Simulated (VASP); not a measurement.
# KI (P6_3/mmc) in VASP: a series of runs, part 2 of 3

VASP 6.6.1. Earlier steps stand in the parts before.

### 3 Single point, PBE

INCAR

```
PREC = Accurate
ENCUT = 520
EDIFF = 1E-7
ISMEAR = 0
SIGMA = 0.01
LREAL = F
LASPH = T
NELM = 60
ALGO = Normal
ISIF = 2
LWAVE = F
LCHARG = F
GGA = PE
NBANDS = 24
```

KPOINTS

```
regular mesh
0
Gamma
  6 6 4
```

POSCAR

```
KI
1.0
    6.0388279564      0.0000000000      0.0000000000
   -3.0194139782      5.2297784193      0.0000000000
    0.0000000000      0.0000000000      7.0391091533
K I
2 2
Direct
    0.3333333333      0.6666666667      0.2500000000
    0.6666666667      0.3333333333      0.7500000000
    0.6666666667      0.3333333333      0.2500000000
    0.3333333333      0.6666666667      0.7500000000
```

Potentials or basis: VASP PAW PBE potentials, release 64 (K_sv, I).

Command:

```sh
$ cat potpaw_PBE.64/K_sv/POTCAR potpaw_PBE.64/I/POTCAR > POTCAR
$ mpirun -np 1 vasp_std > vasp.out
```

OUTCAR:

```text
PREC = Accurate
   ENCUT = 520
   EDIFF = 1E-7
   ISMEAR = 0
   LREAL = F
   LASPH = T
   NELM = 60
   ISIF = 2
   GGA = PE

 ion  position               nearest neighbor table
   1  0.333  0.667  0.250-   3 3.49   3 3.49   3 3.49   4 3.52   4 3.52
   2  0.667  0.333  0.750-   4 3.49   4 3.49   4 3.49   3 3.52   3 3.52
   3  0.667  0.333  0.250-   1 3.49   1 3.49   1 3.49   2 3.52   2 3.52
   4  0.333  0.667  0.750-   2 3.49   2 3.49   2 3.49   1 3.52   1 3.52

  LATTYP: Found a hexagonal cell.
 ALAT       =     6.0388279564
 C/A-ratio  =     1.1656416119

  Lattice vectors:

 A1 = (   6.0388279564,   0.0000000000,   0.0000000000)
 A2 = (  -3.0194139782,   5.2297784193,   0.0000000000)
 A3 = (   0.0000000000,   0.0000000000,   7.0391091533)

Analysis of symmetry for initial positions (statically):
=====================================================================
 Subroutine PRICEL returns:
 Original cell was already a primitive cell.

 Routine SETGRP: Setting up the symmetry group for a
 hexagonal supercell.

 Subroutine GETGRP returns: Found 24 space group operations
 (whereof 12 operations were pure point group operations)
 out of a pool of 24 trial point group operations.

The static configuration has the point symmetry D_3d.
 The point group associated with its full space group is D_6h.

Analysis of symmetry for dynamics (positions and initial velocities):
=====================================================================
 Subroutine PRICEL returns:
 Original cell was already a primitive cell.

 Routine SETGRP: Setting up the symmetry group for a
 hexagonal supercell.

 Subroutine GETGRP returns: Found 24 space group operations
 (whereof 12 operations were pure point group operations)
 out of a pool of 24 trial point group operations.

The dynamic configuration has the point symmetry D_3d.
 The point group associated with its full space group is D_6h.

 Subroutine INISYM returns: Found 24 space group operations
 (whereof 12 operations are pure point group operations),
 and found     1 'primitive' translations

----------------------------------------------------------------------------------------

                                     Primitive cell

  volume of cell :     222.3073

  direct lattice vectors                    reciprocal lattice vectors
     6.038827956  0.000000000  0.000000000     0.165595047  0.095606345  0.000000000
    -3.019413978  5.229778419  0.000000000     0.000000000  0.191212690  0.000000000
     0.000000000  0.000000000  7.039109153     0.000000000  0.000000000  0.142063431

  length of vectors
     6.038827956  6.038827956  7.039109153     0.191212690  0.191212690  0.142063431

  position of ions in fractional coordinates (direct lattice)
     0.333333333  0.666666667  0.250000000
     0.666666667  0.333333333  0.750000000
     0.666666667  0.333333333  0.250000000
     0.333333333  0.666666667  0.750000000

  ion indices of the primitive-cell ions
   primitive index   ion index
                 1           1
                 2           2
                 3           3
                 4           4

----------------------------------------------------------------------------------------

 KPOINTS: regular mesh

Automatic generation of k-mesh.
 Grid dimensions read from file:
 generate k-points for:    6    6    4

 Generating k-lattice:

  Cartesian coordinates                     Fractional coordinates (reciprocal lattice)
     0.027599175  0.015934391  0.000000000     0.166666667  0.000000000  0.000000000
     0.000000000  0.031868782  0.000000000     0.000000000  0.166666667  0.000000000
     0.000000000  0.000000000  0.035515858     0.000000000  0.000000000  0.250000000

  Length of vectors
     0.031868782  0.031868782  0.035515858

  Shift w.r.t. Gamma in fractional coordinates (k-lattice)
     0.000000000  0.000000000  0.000000000

 Subroutine IBZKPT returns following result:
 ===========================================

 Found     21 irreducible k-points:

 Following reciprocal coordinates:
            Coordinates               Weight
  0.000000  0.000000  0.000000      1.000000
  0.166667  0.000000  0.000000      6.000000
  0.333333  0.000000  0.000000      6.000000
  0.500000  0.000000  0.000000      3.000000
  0.166667  0.166667  0.000000      6.000000
  0.333333  0.166667  0.000000     12.000000
[... 13 lines left out ...]
  0.333333  0.166667  0.500000     12.000000
  0.333333  0.333333  0.500000      2.000000
   k-points           NKPTS =     21   k-points in BZ     NKDIM =     21   number of bands    NBANDS=     24
   number of dos      NEDOS =    301   number of ions     NIONS =      4
   total plane-waves  NPLWV = 124416
   dimension x,y,z NGX =    48 NGY =   48 NGZ =   54
   dimension x,y,z NGXF=    96 NGYF=   96 NGZF=  108
   ions per type =               2   2
   NGX,Y,Z   is equivalent  to a cutoff of  13.21, 13.21, 12.75 a.u.
   NGXF,Y,Z  is equivalent  to a cutoff of  26.43, 26.43, 25.51 a.u.
 SYSTEM =  unknown system
   PREC   = accura    normal or accurate (medium, high low for compatibility)
   ISTART =      0    job   : 0-new  1-cont  2-samecut
   ICHARG =      2    charge: 1-file 2-atom 10-const
   ISPIN  =      1    spin polarized calculation?
   LNONCOLLINEAR =      F non collinear calculations
   LSORBIT =      F    spin-orbit coupling
   LASPH  =      T    aspherical Exc in radial PAW
   ENCUT  =  520.0 eV  38.22 Ry    6.18 a.u.  11.23 11.23 13.09*2*pi/ulx,y,z
   NELM   =     60;   NELMIN=  2; NELMDL= -5     # of ELM steps
   EDIFF  = 0.1E-06   stopping-criterion for ELM
   LREAL  =      F    real-space projection
   EDIFFG = 0.1E-05   stopping-criterion for IOM
   NSW    =      0    number of steps for IOM
   IBRION =     -1    ionic relax: 0-MD 1-quasi-New 2-CG
   NFREE  =      0    steps in history (QN), initial steepest desc. (CG)
   ISIF   =      2    stress and relaxation
   ISYM   =      2    0-nonsym 1-usesym 2-fastsym
   POTIM  = 0.5000    time-step for ionic-motion
   TEBEG  =    0.0;   TEEND  =   0.0 temperature during run
   PSTRESS=    0.0 pullay stress
   NELECT =      32.0000    total number of electrons
   NUPDOWN=      -1.0000    fix difference up-down
   EMIN   =  10.00;   EMAX   =-10.00  energy-range for DOS
   EFERMI =   0.00;   METHOD = LEGACY
   ISMEAR =     0;   SIGMA  =   0.01  broadening in eV -4-tet -1-fermi 0-gaus
   EFERMI_NEDOS =   21; number of points for ismear=-14 and -15
   IALGO  =     38    algorithm
   IMIX   =      4    mixing-type and parameters
     AMIX     =   0.40;   BMIX     =  1.00
     AMIX_MAG =   1.60;   BMIX_MAG =  1.00
  volume/ion in A,a.u.               =      55.58       375.05
  Fermi-wavevector in a.u.,A,eV,Ry     =   0.857973  1.621334 10.015488  0.736118
  Thomas-Fermi vector in A             =   1.975107
   LORBIT       =      0    0 simple, 1 ext, 2 COOP (PROOUT), +10 PAW based schemes
   GGA     = PE    functional components
   LHFCALC =     F    Hartree Fock is set to
   AEXX    =    0.0000 exact exchange contribution
   IVDW    =     0    specifies the selected vdW correction
   LEPSILON=     F    determine dielectric tensor
   LRPA    =     F    only Hartree local field effects (RPA)
 non-spin polarized calculation
 Gauss-broadening in eV      SIGMA  =   0.01
  energy-cutoff  :      520.00
  volume of cell :      222.31
 maximum number of plane-waves:      6038
 NGX is ok and might be reduce to    48
   NGX = 23   NGY = 23   NGZ = 27

 number of electron      32.0000002 magnetization

 Free energy of the ion-electron system (eV)
  ---------------------------------------------------
  ext. energy  EPLUGINS =         0.00000000
  ---------------------------------------------------
  free energy    TOTEN  =       -10.96549603 eV

  energy without entropy =      -10.96549603  energy(sigma->0) =      -10.96549603

 E-fermi :  -1.3359     XC(G=0):  -6.1360

 val. band max:       -1.4713842783   @ k =   0.0000   0.0000   0.0000
 cond. band min:       2.3144431917   @ k =   0.0000   0.0000   0.0000
 fundamental gap:      3.7858274699
 Fermi energy:        -1.3359130935

 k-point     1 :       0.0000    0.0000    0.0000
  band No.  band energies     occupation
      1     -30.1042      2.00000
      2     -30.1020      2.00000
      3     -13.6192      2.00000
      4     -13.6155      2.00000
      5     -13.6155      2.00000
      6     -13.6006      2.00000
[... 556 lines left out ...]
     23       6.1053      0.00000
     24       6.1053      0.00000

------------------------ aborting loop because EDIFF is reached ----------------------------------------

  FORCE on cell =-STRESS in cart. coord.  units (eV):
  Direction    XX          YY          ZZ          XY          YZ          ZX
  --------------------------------------------------------------------------------------
  -------------------------------------------------------------------------------------
  Total        0.3311121      0.3311121      0.4681869      0.0000000      0.0000000      0.0000000
  in kB        2.3863381      2.3863381      3.3742419      0.0000000      0.0000000      0.0000000
  external PRESSURE =       2.7156394 kB  Pullay stress =       0.0000000 kB

 VOLUME and BASIS-vectors are now :
 -----------------------------------------------------------------------------
  energy-cutoff  :      520.00
  volume of cell :      222.31
      direct lattice vectors                 reciprocal lattice vectors
     6.038827956  0.000000000  0.000000000     0.165595047  0.095606345  0.000000000
    -3.019413978  5.229778419  0.000000000     0.000000000  0.191212690  0.000000000
     0.000000000  0.000000000  7.039109153     0.000000000  0.000000000  0.142063431

 POSITION                                       TOTAL-FORCE (eV/Angst)
 -----------------------------------------------------------------------------------
     -0.00000      3.48652      1.75978         0.000000      0.000000      0.000000
      3.01941      1.74326      5.27933        -0.000000     -0.000000     -0.000000
      3.01941      1.74326      1.75978        -0.000000      0.000000      0.000000
     -0.00000      3.48652      5.27933         0.000000     -0.000000      0.000000
 -----------------------------------------------------------------------------------
    total drift:                               -0.000000      0.000000     -0.000000

  FREE ENERGIE OF THE ION-ELECTRON SYSTEM (eV)
  ---------------------------------------------------
  free  energy   TOTEN  =       -10.9654960324 eV

  energy  without entropy=      -10.9654960324  energy(sigma->0) =      -10.96549603
```

Run time: 2.7 min. Hardware: 1 thread of Intel Xeon Platinum 8488C (Sapphire Rapids), shared host; peak memory 0.38 GiB.

Results:

```
Free energy            : -10.9655 eV
Pressure               : 0.3 GPa
Band gap on the k mesh : 3.79 eV
```

Levels at points of the mesh, in eV from the valence-band top:
```tsv
k point	band 13	band 14	band 15	band 16	band 17	band 18	band 19	band 20
(0.00, 0.00, 0.00)	-0.54	-0.29	-0.29	0.00	3.79	5.78	6.35	6.35
(0.50, 0.00, 0.00)	-0.56	-0.51	-0.30	-0.16	5.34	5.60	5.84	5.84
(0.00, 0.00, 0.50)	-0.43	-0.43	-0.43	-0.43	4.94	4.94	6.96	6.96
(0.50, 0.00, 0.50)	-0.41	-0.41	-0.27	-0.27	5.45	5.45	7.09	7.09
```

Caveat: spin-orbit coupling is left out, which moves the levels of the heavy elements. A k mesh can miss the band edges.

### 4 Single point, r2SCAN

POSCAR is that of step 3.

INCAR.step1

```
  ALGO = Normal
  EDIFF = 1E-4
  ENCUT = 520
  GGA = PE
  ISMEAR = 0
  LASPH = T
  LCHARG = F
  LREAL = F
  LWAVE = T
  NBANDS = 24
  NELM = 60
  PREC = Accurate
  SIGMA = 0.01
```

INCAR.step2

```
  ALGO = Normal
  EDIFF = 1E-7
  ENCUT = 520
  ISIF = 2
  ISMEAR = 0
  ISTART = 1
  LASPH = T
  LCHARG = F
  LMIXTAU = T
  LREAL = F
  LWAVE = F
  METAGGA = R2SCAN
  NBANDS = 24
  NELM = 60
  PREC = Accurate
  SIGMA = 0.01
```

KPOINTS

```
k-points
0
Gamma
  6 6 4
```

Command:

```sh
$ cat potpaw_PBE.64/K_sv/POTCAR potpaw_PBE.64/I/POTCAR > POTCAR
$ cp INCAR.step1 INCAR
$ mpirun -np 1 vasp_std > vasp.out
$ cp INCAR.step2 INCAR
$ mpirun -np 1 vasp_std > vasp.out
```

Wall time 8.6 min (1 thread of Intel Xeon Platinum 8488C (Sapphire Rapids), shared host); peak memory 0.43 GiB.

Results (log left out):

* Free energy: -67.7032 eV
* Pressure: 0.0 GPa
* Band gap on the k mesh: 4.35 eV

Levels at points of the mesh, in eV from the valence-band top:
```
           k point  band 13  band 14  band 15  band 16  band 17  band 18  band 19  band 20
(0.00, 0.00, 0.00)    -0.55    -0.29    -0.29     0.00     4.35     6.48     6.93     6.93
(0.50, 0.00, 0.00)    -0.57    -0.50    -0.31    -0.17     5.77     6.31     6.31     6.39
(0.00, 0.00, 0.50)    -0.44    -0.44    -0.44    -0.44     5.49     5.49     7.54     7.54
(0.50, 0.00, 0.50)    -0.42    -0.42    -0.27    -0.27     5.92     5.92     7.74     7.74
```

Caveat: the PAW data sets were made with another functional, which shifts forces and pressure a little; spin-orbit coupling is left out, which moves the levels of the heavy elements.

(Part 2 of 3 ends here.)
